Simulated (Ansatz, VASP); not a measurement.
**One calculation of Zr, two programs**

The input INCAR:

```
PREC = Accurate
ENCUT = 520
EDIFF = 1E-6
ISMEAR = -1
SIGMA = 0.1
LREAL = F
LASPH = T
NELM = 80
ALGO = Normal
ISIF = 2
LWAVE = F
LCHARG = F
GGA = PE
NBANDS = 12
```

KPOINTS

```
regular mesh
0
Gamma
  18 18 18
```

Contents of POSCAR:

```
Zr
1.0
    2.9518241395      0.0000000000      0.0000000000
    0.0000000000      2.9518241395      0.0000000000
    0.0000000000      0.0000000000      2.9518241395
Zr
1
Direct
    0.0000000000      0.0000000000      0.0000000000
```

Input for Ansatz:

```yaml
crystal:
  lattice:
    - [2.9518241395, 0.0, 0.0]
    - [0.0, 2.9518241395, 0.0]
    - [0.0, 0.0, 2.9518241395]
  atoms:
    - { symbol: Zr, position: [0.0, 0.0, 0.0] }
hamiltonian:
  xc: pbe
  pseudopotentials:
    kind: paw
    azcp:
      Zr: "pseudopotentials/Zr.paw.azcp"
basis:
  ecutwfc: 420
  fft_grid_basis: typed
kpoints:
  mp_grid: { grid: [18, 18, 18], shift: [0, 0, 0] }
magnetization:
  spin_polarized: false
scf:
  occupations: { method: fermi_dirac, width: 0.1 }
output:
  stress: true
```

Alike in both runs: task single point; functional PBE; k mesh 18 × 18 × 18; occupations fermi-dirac, width 0.1 eV; no spin polarisation.

|  | VASP | Ansatz |
| --- | --- | --- |
| version | VASP 6.6.1 | Ansatz 0.2.0 |
| potentials or method | VASP PAW PBE potentials, release 64 (Zr_sv), cutoff 520 eV | plane waves (420 eV) with PAW, scalar-relativistic |
| valence electrons in the cell | 12 | 12 |

|  | VASP | Ansatz | Ansatz less VASP |
| --- | --- | --- | --- |
| pressure (GPa) | -2.3 | -2.3 | -0.04 |
